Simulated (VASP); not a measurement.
KF (Carobbiite):

```
K F
1.0
     0.00000    2.65896    2.65896
     2.65896    0.00000    2.65896
     2.65896    2.65896    0.00000
K F
1 1
Direct
  0.00000 0.00000 0.00000
  0.50000 0.50000 0.50000
```

Program: VASP 6.6.1. Alike in all runs: no spin polarisation; cell as given; cutoff (eV) 520; smearing gaussian 0.01 eV.

Problem. Order these runs on this cell by their band gap on the k mesh, lowest first.
A. level LDA; potentials or basis VASP PAW LDA potentials, release 64 (K_sv, F); k mesh 8 × 8 × 8
B. level PBE; potentials or basis VASP PAW PBE potentials, release 64 (K_sv, F); k mesh 4 × 4 × 4
C. level r2SCAN; potentials or basis VASP PAW PBE potentials, release 64 (K_sv, F); k mesh 8 × 8 × 8

Solution. A (5.87 eV), B (6.24 eV), C (6.91 eV).

Caveats: some runs use coarse meshes.

A k mesh can miss the band edges.
